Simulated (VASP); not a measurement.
# Ir (Fm-3m) in VASP: further runs, part 3 of 3

VASP 6.6.1. The steps go on from the part before.

## (6) Relaxation of cell and atoms, LDA

This run uses another cell than the first one, of 14.06 Å³/atom, 1.015 times its volume.

Input file INCAR:

```
  PREC = Accurate
  ENCUT = 600
  EDIFF = 1E-7
  ISMEAR = 1
  SIGMA = 0.05
  LREAL = F
  LASPH = T
  NELM = 80
  ALGO = Normal
  ISIF = 3
  LWAVE = F
  LCHARG = F
  IBRION = 2
  NSW = 80
  EDIFFG = -0.02
```

Input file KPOINTS:

```
Automatic mesh
0
Gamma
  11 11 11
```

Input file POSCAR:

```
Ir
1.0
    0.0000000000      1.9156000000      1.9156000000
    1.9156000000      0.0000000000      1.9156000000
    1.9156000000      1.9156000000      0.0000000000
Ir
1
Direct
    0.0000000000      0.0000000000      0.0000000000
```

Potentials or basis: VASP PAW LDA potentials, release 64 (Ir).

On the command line:

```
> cat potpaw_LDA.64/Ir/POTCAR > POTCAR
> mpirun -np 1 vasp_std > vasp.out
```

OUTCAR:

```text
PREC = Accurate
   ENCUT = 600
   EDIFF = 1E-7
   ISMEAR = 1
   LREAL = F
   LASPH = T
   NELM = 80
   ISIF = 3
   IBRION = 2
   NSW = 80
   EDIFFG = -0.02

 ion  position               nearest neighbor table
   1  0.000  0.000  0.000-

  LATTYP: Found a face centered cubic cell.
 ALAT       =     3.8312000000

  Lattice vectors:

 A1 = (   0.0000000000,   1.9156000000,   1.9156000000)
 A2 = (   1.9156000000,   0.0000000000,   1.9156000000)
 A3 = (   1.9156000000,   1.9156000000,   0.0000000000)

Analysis of symmetry for initial positions (statically):
=====================================================================
 Subroutine PRICEL returns:
 Original cell was already a primitive cell.

 Routine SETGRP: Setting up the symmetry group for a
 face centered cubic supercell.

 Subroutine GETGRP returns: Found 48 space group operations
 (whereof 48 operations were pure point group operations)
 out of a pool of 48 trial point group operations.

The static configuration has the point symmetry O_h .

Analysis of symmetry for dynamics (positions and initial velocities):
=====================================================================
 Subroutine PRICEL returns:
 Original cell was already a primitive cell.

 Routine SETGRP: Setting up the symmetry group for a
 face centered cubic supercell.

 Subroutine GETGRP returns: Found 48 space group operations
 (whereof 48 operations were pure point group operations)
 out of a pool of 48 trial point group operations.

The dynamic configuration has the point symmetry O_h .

 Subroutine INISYM returns: Found 48 space group operations
 (whereof 48 operations are pure point group operations),
 and found     1 'primitive' translations

----------------------------------------------------------------------------------------

                                     Primitive cell

  volume of cell :      14.0587

  direct lattice vectors                    reciprocal lattice vectors
     0.000000000  1.915600000  1.915600000    -0.261014826  0.261014826  0.261014826
     1.915600000  0.000000000  1.915600000     0.261014826 -0.261014826  0.261014826
     1.915600000  1.915600000  0.000000000     0.261014826  0.261014826 -0.261014826

  length of vectors
     2.709067500  2.709067500  2.709067500     0.452090940  0.452090940  0.452090940

  position of ions in fractional coordinates (direct lattice)
     0.000000000  0.000000000  0.000000000

  ion indices of the primitive-cell ions
   primitive index   ion index
                 1           1

----------------------------------------------------------------------------------------

 KPOINTS: Automatic mesh

Automatic generation of k-mesh.
 Grid dimensions read from file:
 generate k-points for:   11   11   11

 Generating k-lattice:

  Cartesian coordinates                     Fractional coordinates (reciprocal lattice)
    -0.023728621  0.023728621  0.023728621     0.090909091  0.000000000  0.000000000
     0.023728621 -0.023728621  0.023728621     0.000000000  0.090909091  0.000000000
     0.023728621  0.023728621 -0.023728621     0.000000000  0.000000000  0.090909091

  Length of vectors
     0.041099176  0.041099176  0.041099176

  Shift w.r.t. Gamma in fractional coordinates (k-lattice)
     0.000000000  0.000000000  0.000000000

 Subroutine IBZKPT returns following result:
 ===========================================

 Found     56 irreducible k-points:

 Following reciprocal coordinates:
            Coordinates               Weight
  0.000000  0.000000  0.000000      1.000000
  0.090909  0.000000  0.000000      8.000000
  0.181818  0.000000  0.000000      8.000000
  0.272727  0.000000  0.000000      8.000000
  0.363636  0.000000  0.000000      8.000000
  0.454545  0.000000  0.000000      8.000000
[... 16 lines left out ...]
 -0.272727  0.181818  0.000000     24.000000
 -0.181818  0.181818  0.000000     12.000000
 [... further k-points ...]
   k-points           NKPTS =     56   k-points in BZ     NKDIM =     56   number of bands    NBANDS=      8
   number of dos      NEDOS =    301   number of ions     NIONS =      1
   total plane-waves  NPLWV =  13824
   dimension x,y,z NGX =    24 NGY =   24 NGZ =   24
   dimension x,y,z NGXF=    48 NGYF=   48 NGZF=   48
   ions per type =               1
   NGX,Y,Z   is equivalent  to a cutoff of  14.73, 14.73, 14.73 a.u.
   NGXF,Y,Z  is equivalent  to a cutoff of  29.46, 29.46, 29.46 a.u.
 SYSTEM =  unknown system
   PREC   = accura    normal or accurate (medium, high low for compatibility)
   ISTART =      0    job   : 0-new  1-cont  2-samecut
   ICHARG =      2    charge: 1-file 2-atom 10-const
   ISPIN  =      1    spin polarized calculation?
   LNONCOLLINEAR =      F non collinear calculations
   LSORBIT =      F    spin-orbit coupling
   LASPH  =      T    aspherical Exc in radial PAW
   ENCUT  =  600.0 eV  44.10 Ry    6.64 a.u.   5.41  5.41  5.41*2*pi/ulx,y,z
   NELM   =     80;   NELMIN=  2; NELMDL= -5     # of ELM steps
   EDIFF  = 0.1E-06   stopping-criterion for ELM
   LREAL  =      F    real-space projection
   EDIFFG = -.2E-01   stopping-criterion for IOM
   NSW    =     80    number of steps for IOM
   IBRION =      2    ionic relax: 0-MD 1-quasi-New 2-CG
   NFREE  =      1    steps in history (QN), initial steepest desc. (CG)
   ISIF   =      3    stress and relaxation
   ISYM   =      2    0-nonsym 1-usesym 2-fastsym
   POTIM  = 0.5000    time-step for ionic-motion
   TEBEG  =    0.0;   TEEND  =   0.0 temperature during run
   PSTRESS=    0.0 pullay stress
   NELECT =       9.0000    total number of electrons
   NUPDOWN=      -1.0000    fix difference up-down
   EMIN   =  10.00;   EMAX   =-10.00  energy-range for DOS
   EFERMI =   0.00;   METHOD = LEGACY
   ISMEAR =     1;   SIGMA  =   0.05  broadening in eV -4-tet -1-fermi 0-gaus
   EFERMI_NEDOS =   21; number of points for ismear=-14 and -15
   IALGO  =     38    algorithm
   IMIX   =      4    mixing-type and parameters
     AMIX     =   0.40;   BMIX     =  1.00
     AMIX_MAG =   1.60;   BMIX_MAG =  1.00
  volume/ion in A,a.u.               =      14.06        94.87
  Fermi-wavevector in a.u.,A,eV,Ry     =   1.410937  2.666284 27.085691  1.990742
  Thomas-Fermi vector in A             =   2.532839
   LORBIT       =      0    0 simple, 1 ext, 2 COOP (PROOUT), +10 PAW based schemes
   GGA     = CA    functional components
   LHFCALC =     F    Hartree Fock is set to
   AEXX    =    0.0000 exact exchange contribution
   IVDW    =     0    specifies the selected vdW correction
   LEPSILON=     F    determine dielectric tensor
   LRPA    =     F    only Hartree local field effects (RPA)
 conjugate gradient relaxation of ions
 non-spin polarized calculation
 Methfessel and Paxton  Order N= 1 SIGMA  =   0.05
  energy-cutoff  :      600.00
  volume of cell :       14.06
 maximum number of plane-waves:       495
 NGX is ok and might be reduce to    24
   NGX = 11   NGY = 11   NGZ = 11

--------------------------------------- Ionic step        1  -------------------------------------------

 number of electron       9.0000000 magnetization

 Free energy of the ion-electron system (eV)
  ---------------------------------------------------
  ext. energy  EPLUGINS =         0.00000000
  ---------------------------------------------------
  free energy    TOTEN  =       -10.29388516 eV

  energy without entropy =      -10.29423764  energy(sigma->0) =      -10.29400265

------------------------ aborting loop because EDIFF is reached ----------------------------------------

  FORCE on cell =-STRESS in cart. coord.  units (eV):
  Direction    XX          YY          ZZ          XY          YZ          ZX
  --------------------------------------------------------------------------------------
  -------------------------------------------------------------------------------------
  Total       -0.2823812     -0.2823812     -0.2823812      0.0000000      0.0000000     -0.0000000
  in kB      -32.1811777    -32.1811777    -32.1811777      0.0000000      0.0000000     -0.0000000
  external PRESSURE =     -32.1811777 kB  Pullay stress =       0.0000000 kB
[... 57 lines left out ...]
--------------------------------------- Ionic step        3  -------------------------------------------

 number of electron       9.0000000 magnetization

 Free energy of the ion-electron system (eV)
  ---------------------------------------------------
  ext. energy  EPLUGINS =         0.00000000
  ---------------------------------------------------
  free energy    TOTEN  =       -10.29503683 eV

  energy without entropy =      -10.29539283  energy(sigma->0) =      -10.29515550

 E-fermi :  10.5021     XC(G=0): -14.2228

 val. band max:       10.4861605410   @ k =   0.2727   0.2727   0.0000
 cond. band min:      10.5075787050   @ k =   0.3636   0.2727   0.0000
 fundamental gap:      0.0214181640
 Fermi energy:        10.5021224341

 k-point     1 :       0.0000    0.0000    0.0000
  band No.  band energies     occupation
      1      -0.6960      2.00000
      2       6.5550      2.00000
      3       6.5550      2.00000
      4       6.5550      2.00000
      5       9.3504      2.00000
      6       9.3504      2.00000
      7      24.8734      0.00000
      8      30.5067      0.00000
[... 243 lines left out ...]
 k-point    24 :      -0.1818    0.1818    0.0000
  band No.  band energies     occupation
      1       2.5362      2.00000
      2       5.3811      2.00000
      3       6.7521      2.00000
      4       8.0198      2.00000
      5       8.1047      2.00000
      6      11.2509     -0.00000
      7      24.8478      0.00000
      8      28.0694      0.00000

 [... further k-points ...]
[... 5 lines left out ...]
  --------------------------------------------------------------------------------------
  -------------------------------------------------------------------------------------
  Total       -0.0042733     -0.0042733     -0.0042733     -0.0000000     -0.0000000     -0.0000000
  in kB       -0.4909147     -0.4909147     -0.4909147     -0.0000000     -0.0000000     -0.0000000
  external PRESSURE =      -0.4909147 kB  Pullay stress =       0.0000000 kB
[... 16 lines left out ...]
  FREE ENERGIE OF THE ION-ELECTRON SYSTEM (eV)
  ---------------------------------------------------
  free  energy   TOTEN  =       -10.2950368315 eV

  energy  without entropy=      -10.2953928343  energy(sigma->0) =      -10.29515550

 reached required accuracy - stopping structural energy minimisation
```

OSZICAR:

```text
N       E                     dE             d eps       ncg     rms          rms(c)
DAV:   1     0.478295076060E+02    0.47830E+02   -0.49140E+03   896   0.115E+03
[... 22 lines left out ...]
DAV:   1    -0.103489636574E+02   -0.73708E-01   -0.21289E+00   960   0.252E+01    0.225E+00
DAV:   2    -0.103003209308E+02    0.48643E-01   -0.12623E-01   960   0.506E+00    0.908E-01
DAV:   3    -0.102950220272E+02    0.52989E-02   -0.24061E-02  1112   0.204E+00    0.272E-01
DAV:   4    -0.102950222194E+02   -0.19221E-06   -0.44165E-04  1128   0.266E-01    0.569E-02
DAV:   5    -0.102950351768E+02   -0.12957E-04   -0.28608E-05  1312   0.359E-02    0.946E-03
DAV:   6    -0.102950368300E+02   -0.16532E-05   -0.62322E-07  1072   0.854E-03    0.747E-04
DAV:   7    -0.102950368315E+02   -0.14381E-08   -0.72851E-09   576   0.869E-04
   3 F= -.10295037E+02 E0= -.10295155E+02  d E =-.115167E-02
```

Run time: 9.8 s. Hardware: 1 thread of Intel Xeon Platinum 8488C (Sapphire Rapids), shared host; peak memory 0.15 GiB.

What came out:

```yaml
Free_energy: -10.2950 eV
Relaxed_volume: 13.95 Å³/atom
Relaxed_cell: a = 2.702 Å, b = 2.702 Å, c = 2.702 Å, α = 60.00°, β = 60.00°, γ = 60.00°
Space_group_after_relaxing_to_0.05_Å: Fm-3m (No. 225)
Energy_gained_by_relaxing: 1.2 meV/atom
Ionic_steps: 3
Pressure_after_relaxing: 0.0 GPa
```

Step by step:
```tsv
step	energy change (eV)	largest force (eV/Å)	pressure (GPa)	volume (Å³)
1	0.0000	0.0000	-3.22	14.06
2	0.0186	0.0000	14.47	13.49
3	-0.0012	0.0000	-0.05	13.95
```

Final structure:
```xyz
1
Lattice="0.0000 1.9105 1.9105 1.9105 0.0000 1.9105 1.9105 1.9105 0.0000" Properties=species:S:1:pos:R:3 pbc="T T T"
Ir    0.0000    0.0000    0.0000
```

Caveat: spin-orbit coupling is left out, which moves the levels of the heavy elements. LDA usually gives volumes a few per cent too small.

## (7) Overview

```csv
task,cell,cutoff (eV),gap on the mesh (eV),pressure (GPa)
single point,"a = 2.696 Å, angles 60.0°, 1 atom",520,none,2.6
single point,"a = 2.675 Å, angles 60.0°, 1 atom",520,none,12.9
single point,"a = 2.656 Å, angles 60.0°, 1 atom",520,none,23.3
single point,"a = 2.639 Å, angles 60.0°, 1 atom",520,none,33.6
relaxation of cell and atoms,"relaxed from a = 2.709 Å, angles 60.0°, 1 atom",600,none,0.0
```

Alike in all rows: level LDA; potentials or basis VASP PAW LDA potentials, release 64 (Ir); no spin polarisation; k mesh 11 × 11 × 11; smearing methfessel-paxton 0.05 eV.

Caveats: spin-orbit coupling is left out, which moves the levels of the heavy elements.

Total energies depend on the potentials used, so only differences within one code and one set of settings carry meaning.
